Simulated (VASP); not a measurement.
# Ba3S2 (R-3c) in VASP: a series of runs

The runs below take Ba3S2 through single point, relaxation of cell and atoms, with PBE.

Program: VASP 6.6.1. These are calculated values, not measurements. Logs are shortened: lines on timing, memory, paths and dates and some standing lists are left out, and cuts for length are marked.

### Step 1. The cell of the first run

Symmetry: R-3c, No. 167, trigonal system. Conventional cell: a = 7.699 Å, b = 7.699 Å, c = 22.788 Å, α = 90.00°, β = 90.00°, γ = 120.00°. Within 4.2 Å of Ba (site symmetry 2) lie 4 S at 3.16 to 3.21 Å. S (site symmetry 3) has 6 Ba at 3.16 to 3.21 Å and 1 S at 3.96 Å within 4.2 Å.

### Step 2. Single point, PBE

File INCAR:

```
SYSTEM = Ba3S2
PREC = Accurate ; ENCUT = 520
EDIFF = 1E-7 ; ISMEAR = 0
SIGMA = 0.1 ; LREAL = .False.
LASPH = .True. ; NELM = 80
ALGO = Normal ; ISIF = 2
LWAVE = .False. ; LCHARG = .False.
GGA = PE ; NBANDS = 53
```

File KPOINTS:

```
Automatic mesh
0
Gamma
  3 3 3
  0 0 0
```

File POSCAR:

```
Ba3S2
1.0
    3.8493076230      2.2223987923      7.5958423789
   -3.8493076230      2.2223987923      7.5958423789
    0.0000000000     -4.4447975847      7.5958423789
Ba S
6 4
Direct
    0.0780996621      0.4219003379      0.7500000000
    0.7500000000      0.0780996621      0.4219003379
    0.4219003379      0.7500000000      0.0780996621
    0.9219003379      0.5780996621      0.2500000000
    0.2500000000      0.9219003379      0.5780996621
    0.5780996621      0.2500000000      0.9219003379
    0.8369667528      0.8369667528      0.8369667528
    0.6630332472      0.6630332472      0.6630332472
    0.1630332472      0.1630332472      0.1630332472
    0.3369667528      0.3369667528      0.3369667528
```

Potentials or basis: VASP PAW PBE potentials, release 64 (Ba_sv, S).

Started as:

```console
$ cat potpaw_PBE.64/Ba_sv/POTCAR potpaw_PBE.64/S/POTCAR > POTCAR
$ mpirun -np 1 vasp_std > vasp.out
```

OUTCAR:

```text
SYSTEM = Ba3S2
   PREC = Accurate
   ENCUT = 520
   EDIFF = 1E-7
   ISMEAR = 0
   LREAL = .False.
   LASPH = .True.
   NELM = 80
   ISIF = 2
   GGA = PE

 ion  position               nearest neighbor table
   1  0.078  0.422  0.750-   9 3.16  10 3.16   7 3.21   8 3.21   2 4.38   3 4.38   3 4.48   2 4.48
                             2 4.48   3 4.48   4 4.56   4 4.56   5 4.60   6 4.60   6 4.60   5 4.60
   2  0.750  0.078  0.422-   9 3.16  10 3.16   8 3.21   7 3.21   1 4.38   3 4.38   1 4.48   3 4.48
                             3 4.48   1 4.48   5 4.56   5 4.56   4 4.60   4 4.60   6 4.60   6 4.60
   3  0.422  0.750  0.078-  10 3.16   9 3.16   7 3.21   8 3.21   1 4.38   2 4.38   1 4.48   2 4.48
                             2 4.48   1 4.48   6 4.56   6 4.56   4 4.60   4 4.60   5 4.60   5 4.60
   4  0.922  0.578  0.250-   7 3.16   8 3.16   9 3.21  10 3.21   6 4.38   5 4.38   6 4.48   5 4.48
                             6 4.48   5 4.48   1 4.56   1 4.56   3 4.60   2 4.60   3 4.60   2 4.60
   5  0.250  0.922  0.578-   7 3.16   8 3.16  10 3.21   9 3.21   4 4.38   6 4.38   4 4.48   6 4.48
                             6 4.48   4 4.48   2 4.56   2 4.56   1 4.60   1 4.60   3 4.60   3 4.60
   6  0.578  0.250  0.922-   8 3.16   7 3.16   9 3.21  10 3.21   4 4.38   5 4.38   4 4.48   5 4.48
                             5 4.48   4 4.48   3 4.56   3 4.56   1 4.60   1 4.60   2 4.60   2 4.60
   7  0.837  0.837  0.837-   5 3.16   6 3.16   4 3.16   3 3.21   1 3.21   2 3.21
   8  0.663  0.663  0.663-   6 3.16   5 3.16   4 3.16   2 3.21   1 3.21   3 3.21
   9  0.163  0.163  0.163-   2 3.16   3 3.16   1 3.16   6 3.21   4 3.21   5 3.21
  10  0.337  0.337  0.337-   3 3.16   2 3.16   1 3.16   5 3.21   4 3.21   6 3.21

  LATTYP: Found a trigonal (rhomboedric) cell.
 ALAT       =     8.8007412764
 COS(alpha) =     0.6173896380

  Lattice vectors:

 A1 = (   3.8493076230,   2.2223987923,   7.5958423789)
 A2 = (  -3.8493076230,   2.2223987923,   7.5958423789)
 A3 = (   0.0000000000,  -4.4447975847,   7.5958423789)

Analysis of symmetry for initial positions (statically):
=====================================================================
 Subroutine PRICEL returns:
 Original cell was already a primitive cell.

 Routine SETGRP: Setting up the symmetry group for a
 trigonal (rhombohedral) supercell.

 Subroutine GETGRP returns: Found 12 space group operations
 (whereof  6 operations were pure point group operations)
 out of a pool of 12 trial point group operations.

The static configuration has the point symmetry S_6 .
 The point group associated with its full space group is D_3d.

Analysis of symmetry for dynamics (positions and initial velocities):
=====================================================================
 Subroutine PRICEL returns:
 Original cell was already a primitive cell.

 Routine SETGRP: Setting up the symmetry group for a
 trigonal (rhombohedral) supercell.

 Subroutine GETGRP returns: Found 12 space group operations
 (whereof  6 operations were pure point group operations)
 out of a pool of 12 trial point group operations.

The dynamic configuration has the point symmetry S_6 .
 The point group associated with its full space group is D_3d.

 Subroutine INISYM returns: Found 12 space group operations
 (whereof  6 operations are pure point group operations),
 and found     1 'primitive' translations

----------------------------------------------------------------------------------------

                                     Primitive cell

  volume of cell :     389.8808

  direct lattice vectors                    reciprocal lattice vectors
     3.849307623  2.222398792  7.595842379     0.129893490  0.074994041  0.043883656
    -3.849307623  2.222398792  7.595842379    -0.129893490  0.074994041  0.043883656
     0.000000000 -4.444797585  7.595842379     0.000000000 -0.149988082  0.043883656

  length of vectors
     8.800741276  8.800741276  8.800741276     0.156276038  0.156276038  0.156276038

  position of ions in fractional coordinates (direct lattice)
     0.078099662  0.421900338  0.750000000
     0.750000000  0.078099662  0.421900338
     0.421900338  0.750000000  0.078099662
     0.921900338  0.578099662  0.250000000
     0.250000000  0.921900338  0.578099662
     0.578099662  0.250000000  0.921900338
     0.836966753  0.836966753  0.836966753
     0.663033247  0.663033247  0.663033247
     0.163033247  0.163033247  0.163033247
     0.336966753  0.336966753  0.336966753

  ion indices of the primitive-cell ions
   primitive index   ion index
                 1           1
                 2           2
                 3           3
                 4           4
                 5           5
                 6           6
                 7           7
                 8           8
                 9           9
                10          10

----------------------------------------------------------------------------------------

 KPOINTS: Automatic mesh

Automatic generation of k-mesh.
 Grid dimensions read from file:
 generate k-points for:    3    3    3

 Generating k-lattice:

  Cartesian coordinates                     Fractional coordinates (reciprocal lattice)
     0.043297830  0.024998014  0.014627885     0.333333333 -0.000000000  0.000000000
    -0.043297830  0.024998014  0.014627885    -0.000000000  0.333333333  0.000000000
     0.000000000 -0.049996027  0.014627885     0.000000000  0.000000000  0.333333333

  Length of vectors
     0.052092013  0.052092013  0.052092013

  Shift w.r.t. Gamma in fractional coordinates (k-lattice)
     0.000000000  0.000000000  0.000000000

 Subroutine IBZKPT returns following result:
 ===========================================

 Found      6 irreducible k-points:

 Following reciprocal coordinates:
            Coordinates               Weight
  0.000000  0.000000  0.000000      1.000000
  0.333333  0.000000 -0.000000      6.000000
  0.333333  0.333333  0.000000      6.000000
 -0.333333  0.333333  0.000000      6.000000
  0.333333  0.333333  0.333333      2.000000
 -0.333333  0.333333  0.333333      6.000000
   k-points           NKPTS =      6   k-points in BZ     NKDIM =      6   number of bands    NBANDS=     53
   number of dos      NEDOS =    301   number of ions     NIONS =     10
   total plane-waves  NPLWV = 343000
   dimension x,y,z NGX =    70 NGY =   70 NGZ =   70
   dimension x,y,z NGXF=   140 NGYF=  140 NGZF=  140
   ions per type =               6   4
   NGX,Y,Z   is equivalent  to a cutoff of  13.22, 13.22, 13.22 a.u.
   NGXF,Y,Z  is equivalent  to a cutoff of  26.45, 26.45, 26.45 a.u.
 SYSTEM =  Ba3S2
   PREC   = accura    normal or accurate (medium, high low for compatibility)
   ISTART =      0    job   : 0-new  1-cont  2-samecut
   ICHARG =      2    charge: 1-file 2-atom 10-const
   ISPIN  =      1    spin polarized calculation?
   LNONCOLLINEAR =      F non collinear calculations
   LSORBIT =      F    spin-orbit coupling
   LASPH  =      T    aspherical Exc in radial PAW
   ENCUT  =  520.0 eV  38.22 Ry    6.18 a.u.  16.36 16.36 16.36*2*pi/ulx,y,z
   NELM   =     80;   NELMIN=  2; NELMDL= -5     # of ELM steps
   EDIFF  = 0.1E-06   stopping-criterion for ELM
   LREAL  =      F    real-space projection
   EDIFFG = 0.1E-05   stopping-criterion for IOM
   NSW    =      0    number of steps for IOM
   IBRION =     -1    ionic relax: 0-MD 1-quasi-New 2-CG
   NFREE  =      0    steps in history (QN), initial steepest desc. (CG)
   ISIF   =      2    stress and relaxation
   ISYM   =      2    0-nonsym 1-usesym 2-fastsym
   POTIM  = 0.5000    time-step for ionic-motion
   TEBEG  =    0.0;   TEEND  =   0.0 temperature during run
   PSTRESS=    0.0 pullay stress
   NELECT =      84.0000    total number of electrons
   NUPDOWN=      -1.0000    fix difference up-down
   EMIN   =  10.00;   EMAX   =-10.00  energy-range for DOS
   EFERMI =   0.00;   METHOD = LEGACY
   ISMEAR =     0;   SIGMA  =   0.10  broadening in eV -4-tet -1-fermi 0-gaus
   EFERMI_NEDOS =   21; number of points for ismear=-14 and -15
   IALGO  =     38    algorithm
   IMIX   =      4    mixing-type and parameters
     AMIX     =   0.40;   BMIX     =  1.00
     AMIX_MAG =   1.60;   BMIX_MAG =  1.00
  volume/ion in A,a.u.               =      38.99       263.10
  Fermi-wavevector in a.u.,A,eV,Ry     =   0.981425  1.854625 13.105077  0.963196
  Thomas-Fermi vector in A             =   2.112431
   LORBIT       =      0    0 simple, 1 ext, 2 COOP (PROOUT), +10 PAW based schemes
   GGA     = PE    functional components
   LHFCALC =     F    Hartree Fock is set to
   AEXX    =    0.0000 exact exchange contribution
   IVDW    =     0    specifies the selected vdW correction
   LEPSILON=     F    determine dielectric tensor
   LRPA    =     F    only Hartree local field effects (RPA)
 non-spin polarized calculation
 Gauss-broadening in eV      SIGMA  =   0.10
  energy-cutoff  :      520.00
  volume of cell :      389.88
 maximum number of plane-waves:     10516
 NGX is ok and might be reduce to    70
   NGX = 33   NGY = 33   NGZ = 33

 number of electron      83.9999999 magnetization

 Free energy of the ion-electron system (eV)
  ---------------------------------------------------
  ext. energy  EPLUGINS =         0.00000000
  ---------------------------------------------------
  free energy    TOTEN  =       -43.42516203 eV

  energy without entropy =      -43.38817609  energy(sigma->0) =      -43.40666906

 E-fermi :   3.3176     XC(G=0):  -8.1914

 val. band max:        3.2730941783   @ k =   0.3333   0.0000  -0.0000
 cond. band min:       3.3300153983   @ k =  -0.3333   0.3333   0.0000
 fundamental gap:      0.0569212200
 Fermi energy:         3.3175518062

 k-point     1 :       0.0000    0.0000    0.0000
  band No.  band energies     occupation
      1     -25.5098      2.00000
      2     -25.4747      2.00000
      3     -25.4560      2.00000
      4     -25.4560      2.00000
      5     -25.4542      2.00000
      6     -25.4542      2.00000
[... 45 lines left out ...]
     52       4.9231      0.00000
     53       5.3923      0.00000
[... 278 lines left out ...]
     52       5.5459      0.00000
     53       5.6585      0.00000

------------------------ aborting loop because EDIFF is reached ----------------------------------------

  FORCE on cell =-STRESS in cart. coord.  units (eV):
  Direction    XX          YY          ZZ          XY          YZ          ZX
  --------------------------------------------------------------------------------------
  -------------------------------------------------------------------------------------
  Total        0.9346879      0.9346879      1.0393628      0.0000000     -0.0000000      0.0000000
  in kB        3.8410097      3.8410097      4.2711608      0.0000000     -0.0000000      0.0000000
  external PRESSURE =       3.9843934 kB  Pullay stress =       0.0000000 kB

 VOLUME and BASIS-vectors are now :
 -----------------------------------------------------------------------------
  energy-cutoff  :      520.00
  volume of cell :      389.88
      direct lattice vectors                 reciprocal lattice vectors
     3.849307623  2.222398792  7.595842379     0.129893490  0.074994041  0.043883656
    -3.849307623  2.222398792  7.595842379    -0.129893490  0.074994041  0.043883656
     0.000000000 -4.444797585  7.595842379     0.000000000 -0.149988082  0.043883656

 POSITION                                       TOTAL-FORCE (eV/Angst)
 -----------------------------------------------------------------------------------
     -1.32339     -2.22240      9.49480        -0.013233     -0.000000      0.000000
      2.58635     -0.03489      9.49480         0.006617     -0.011460      0.000000
     -1.26296      2.25729      9.49480         0.006617      0.011460      0.000000
      1.32339      2.22240     13.29272         0.013233     -0.000000      0.000000
     -2.58635      0.03489     13.29272        -0.006617      0.011460      0.000000
      1.26296     -2.25729     13.29272        -0.006617     -0.011460      0.000000
      0.00000     -0.00000     19.07240         0.000000      0.000000     -0.035138
      0.00000     -0.00000     15.10889         0.000000     -0.000000      0.035138
      0.00000     -0.00000      3.71512         0.000000     -0.000000      0.035138
      0.00000     -0.00000      7.67864         0.000000      0.000000     -0.035138
 -----------------------------------------------------------------------------------
    total drift:                               -0.000000      0.000000      0.000000

  FREE ENERGIE OF THE ION-ELECTRON SYSTEM (eV)
  ---------------------------------------------------
  free  energy   TOTEN  =       -43.4251620273 eV

  energy  without entropy=      -43.3881760925  energy(sigma->0) =      -43.40666906
```

It took 5.7 min on 1 thread of Oxide Virtual Turin-like, shared host; peak memory 0.63 GiB.

Results:

```
Free energy            : -43.4252 eV
Pressure               : 0.4 GPa
Largest force          : 0.035 eV/Å
Band gap on the k mesh : zero (band 42 reaches 3.78 eV, above the bottom of band 43 at 3.33 eV)
```

Forces on the atoms (eV/Å):
```
Ba  -0.013  0.000  0.000
Ba   0.007 -0.011  0.000
Ba   0.007  0.011  0.000
Ba   0.013  0.000  0.000
Ba  -0.007  0.011  0.000
Ba  -0.007 -0.011  0.000
S    0.000  0.000 -0.035
S    0.000  0.000  0.035
S    0.000  0.000  0.035
S    0.000  0.000 -0.035
```

Caveat: spin-orbit coupling is left out, which moves the levels of the heavy elements.

### Step 3. Relaxation of cell and atoms, PBE

This run uses another cell than the first one, of 31.57 Å³/atom, 0.810 times its volume.

File INCAR:

```
SYSTEM = Ba3S2
PREC = Accurate
ENCUT = 600
EDIFF = 1E-6
ISMEAR = 0
SIGMA = 0.1
LREAL = .False.
LASPH = .True.
NELM = 80
ALGO = Normal
ISIF = 3
LWAVE = .False.
LCHARG = .False.
GGA = PE
IBRION = 2
NSW = 90
EDIFFG = -0.04
```

KPOINTS is that of step 2.

File POSCAR:

```
Ba3S2
1.0
    3.6859174745      2.1280654461      6.7089233200
   -3.6859174745      2.1280654461      6.7089233200
    0.0000000000     -4.2561308923      6.7089233200
Ba S
6 4
Direct
    0.0562500000      0.4437500000      0.7500000000
    0.7500000000      0.0562500000      0.4437500000
    0.4437500000      0.7500000000      0.0562500000
    0.9437500000      0.5562500000      0.2500000000
    0.2500000000      0.9437500000      0.5562500000
    0.5562500000      0.2500000000      0.9437500000
    0.8521800000      0.8521800000      0.8521800000
    0.6478200000      0.6478200000      0.6478200000
    0.1478200000      0.1478200000      0.1478200000
    0.3521800000      0.3521800000      0.3521800000
```

Potentials or basis: VASP PAW PBE potentials, release 64 (Ba_sv, S).

Started as:

```console
$ cat potpaw_PBE.64/Ba_sv/POTCAR potpaw_PBE.64/S/POTCAR > POTCAR
$ mpirun -np 1 vasp_std > vasp.out
```

It took 36 min on 1 thread of Oxide Virtual Turin-like, shared host; peak memory 0.63 GiB.

It converged, with:

```yaml
Free_energy: -43.4267 eV
Relaxed_volume: 39.67 Å³/atom
Relaxed_cell: a = 8.852 Å, b = 8.852 Å, c = 8.852 Å, α = 51.87°, β = 51.87°, γ = 51.87°
Space_group_after_relaxing_to_0.05_Å: R-3c (No. 167)
Energy_gained_by_relaxing: 295.9 meV/atom
Ionic_steps: 13
Pressure_after_relaxing: -0.1 GPa
Largest_force_after_relaxing: 0.036 eV/Å
Band_gap_on_the_k_mesh: zero (band 42 reaches 3.67 eV, above the bottom of band 43 at 3.25 eV)
```

Forces on the atoms (eV/Å):
```
Ba   0.036  0.000  0.000
Ba  -0.018  0.032  0.000
Ba  -0.018 -0.032  0.000
Ba  -0.036  0.000  0.000
Ba   0.018 -0.032  0.000
Ba   0.018  0.032  0.000
S    0.000  0.000  0.014
S    0.000  0.000 -0.014
S    0.000  0.000 -0.014
S    0.000  0.000  0.014
```

The path:
```
step  energy change (eV)  largest force (eV/Å)  pressure (GPa)  volume (Å³)
   1              0.0000                0.7913           10.71       315.74
   2             -2.2888                0.5464           -1.38       422.37
   3             -2.3732                0.5850           -0.04       399.98
   4             -2.3737                0.5816           -0.17       401.80
   5             -2.4761                0.5474           -0.17       401.80
   6             -2.7111                0.4208           -0.21       401.44
   7             -2.7733                0.1576           -0.31       399.24
   8             -2.8221                0.2362           -0.27       400.45
   9             -2.9167                0.1647            0.36       392.03
  10             -2.9246                0.1657            0.63       388.68
  11             -2.9387                0.0957           -0.48       402.96
  12             -2.9535                0.0806           -0.04       396.98
  13             -2.9595                0.0365           -0.06       396.65
```

Final structure:
```
CELL_PARAMETERS angstrom
3.87134 2.23512 7.64006
-3.87134 2.23512 7.64006
0.00000 -4.47024 7.64006
ATOMIC_POSITIONS crystal
Ba 0.07584 0.42416 0.75000
Ba 0.75000 0.07584 0.42416
Ba 0.42416 0.75000 0.07584
Ba 0.92416 0.57584 0.25000
Ba 0.25000 0.92416 0.57584
Ba 0.57584 0.25000 0.92416
S 0.83677 0.83677 0.83677
S 0.66323 0.66323 0.66323
S 0.16323 0.16323 0.16323
S 0.33677 0.33677 0.33677
```

Levels at points of the mesh, in eV from the Fermi level:
```
           k point  band 40  band 41  band 42  band 43  band 44  band 45
(0.00, 0.00, 0.00)    -2.89    -1.38     0.44     0.60     0.60     0.86
```

Caveat: the volume moved by over 15 % at a fixed basis, so the end points are rough; spin-orbit coupling is left out, which moves the levels of the heavy elements.
